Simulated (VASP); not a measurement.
Crystal: Li4SiN.

```
CELL_PARAMETERS angstrom
4.58445 0.00000 0.00000
0.00000 4.58445 0.00000
0.00000 0.00000 3.91763
ATOMIC_POSITIONS crystal
Li 0.74375 0.74375 0.56921
Li 0.25625 0.25625 0.56921
Li 0.25625 0.74375 0.56921
Li 0.74375 0.25625 0.56921
Si 0.00000 0.00000 0.03042
N 0.50000 0.50000 0.94319
```

* Program: VASP 6.6.1
* Task: relaxation of cell and atoms
* Functional: PBE
* Potentials or basis: VASP PAW PBE potentials, release 64 (Li_sv, Si, N)
* Cutoff: 600 eV
* k mesh: 4 × 4 × 4
* Occupations: gaussian, width 0.1 eV
* Spin: no spin polarisation

At the start: pressure 1.2 GPa; volume 13.72 Å³/atom.

Task: How do energy, volume and symmetry change on relaxing?

Result: Over 19 steps the energy falls by 804.3 meV/atom and the volume is 13.17 Å³/atom (-4.0 %); space group P4/mmm (No. 123, to 0.05 Å).

Step by step:
| step | energy change (eV) | largest force (eV/Å) | pressure (GPa) | volume (Å³) |
| --- | --- | --- | --- | --- |
| 1 | 0.0000 | 1.0588 | 1.17 | 82.34 |
| 2 | -0.5467 | 0.6218 | 0.75 | 83.41 |
| 3 | -1.6594 | 0.5176 | 0.70 | 84.99 |
| 4 | -3.8362 | 1.8077 | 1.13 | 79.48 |
| 5 | -3.4596 | 0.8905 | -2.11 | 84.13 |
| 6 | -4.2285 | 1.4505 | -1.74 | 82.21 |
| 7 | -4.2575 | 1.5297 | -1.43 | 81.79 |
| 8 | -4.5292 | 1.0888 | 0.75 | 79.22 |
| 9 | -4.5341 | 1.1883 | 0.38 | 79.48 |
| 10 | -4.7276 | 0.3657 | 1.44 | 78.82 |
| 11 | -4.7341 | 0.3370 | 1.16 | 78.92 |
| 12 | -4.7786 | 0.3396 | -0.65 | 80.40 |
| 13 | -4.7788 | 0.3396 | -0.76 | 80.50 |
| 14 | -4.7917 | 0.3150 | -0.33 | 79.74 |
| 15 | -4.8076 | 0.2256 | 0.88 | 77.75 |
| 16 | -4.8175 | 0.1541 | 0.54 | 78.08 |
| 17 | -4.8220 | 0.1115 | 0.14 | 78.49 |
| 18 | -4.8254 | 0.0552 | 0.00 | 78.80 |
| 19 | -4.8261 | 0.0141 | -0.10 | 79.01 |

Final structure:
```
Li Si N
1.0
     5.62335    0.00000    0.00000
     0.00000    5.62335    0.00000
     0.00000    0.00000    2.49864
Li Si N
4 1 1
Direct
  0.69907 0.69907 0.54166
  0.30093 0.30093 0.54166
  0.30093 0.69907 0.54166
  0.69907 0.30093 0.54166
  0.00000 0.00000 0.04252
  0.50000 0.50000 0.04131
```

Caveat: the k points lie up to 0.63 Å⁻¹ apart in the final cell; the cutoff is under 1.25 times the usual one of these potentials, so pressure, stress and relaxed cells hold a basis-set (Pulay) error.
